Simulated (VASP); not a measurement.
CaMg:

```
Ca Mg
1.0
     4.02737    0.00000    0.00000
     0.00000    4.02737    0.00000
     0.00000    0.00000    3.86162
Ca Mg
1 1
Direct
  0.00000 0.00000 0.50000
  0.50000 0.50000 0.00000
```

- Program: VASP 6.6.1
- Task: relaxation of cell and atoms
- Functional: PBEsol
- Potentials or basis: VASP PAW PBE potentials, release 64 (Ca_sv, Mg)
- Cutoff: 600 eV
- k mesh: 6 × 6 × 7
- Occupations: methfessel-paxton, width 0.02 eV
- Spin: no spin polarisation

At the start: pressure -0.8 GPa; volume 31.32 Å³/atom.

Where does the relaxation end?

Over 3 steps the energy falls by 2.4 meV/atom and the volume is 30.37 Å³/atom (-3.0 %); space group P4/mmm (No. 123, to 0.05 Å).

The path:
```tsv
step	energy change (eV)	largest force (eV/Å)	pressure (GPa)	volume (Å³)
1	0.0000	0.0000	-0.79	62.63
2	-0.0044	0.0000	-0.22	61.25
3	-0.0048	0.0000	-0.01	60.75
```

Final structure:
```
Ca Mg
1.0
     3.98539    0.00000    0.00000
     0.00000    3.98539    0.00000
     0.00000    0.00000    3.82447
Ca Mg
1 1
Cartesian
  0.0000 0.0000 1.9122
  1.9927 1.9927 0.0000
```

Caveat: the PAW data sets were made with another functional, which shifts forces and pressure a little.
